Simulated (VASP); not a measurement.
A run of VASP 6.6.1 is set up as follows.

Contents of INCAR:

```
SYSTEM = NaFe
PREC     = Accurate       ! precision mode
ENCUT    = 520            ! plane-wave cutoff, eV
EDIFF    = 1E-7           ! SCF threshold, eV
ISMEAR   = 0              ! smearing method
SIGMA    = 0.1            ! smearing width, eV
LREAL    = .False.        ! projectors in reciprocal space
LASPH    = .True.         ! aspherical terms in the spheres
NELM     = 150            ! most SCF steps
ALGO     = Fast           ! electronic algorithm
ISIF     = 2              ! what is computed and relaxed
LWAVE    = .False.        ! write WAVECAR
LCHARG   = .False.        ! write CHGCAR
ISPIN    = 2              ! spin polarisation
MAGMOM   = 0 3.32         ! initial moments
LORBIT   = 11             ! projections on sites
LMAXMIX  = 4              ! l up to which the mixer works
GGA      = PE             ! functional
NBANDS   = 18             ! bands
```

The input KPOINTS:

```
Automatic mesh
0
Gamma
  6 6 6
  0 0 0
```

Contents of POSCAR:

```
NaFe
1.0
    3.4017364959      0.0000000000      0.0000000000
    0.0000000000      3.4017364959      0.0000000000
    0.0000000000      0.0000000000      3.4017364959
Na Fe
1 1
Direct
    0.0000000000      0.0000000000      0.0000000000
    0.5000000000      0.5000000000      0.5000000000
```

Potentials or basis: VASP PAW PBE potentials, release 64 (Na_pv, Fe).

Launch:

```bash
$ cat potpaw_PBE.64/Na_pv/POTCAR potpaw_PBE.64/Fe/POTCAR > POTCAR
$ mpirun -np 1 vasp_std > vasp.out
```

Q: What does it give for the net moment?

A: 2.99 μB per cell.

Q: Estimate the pressure.

A: 0.2 GPa.
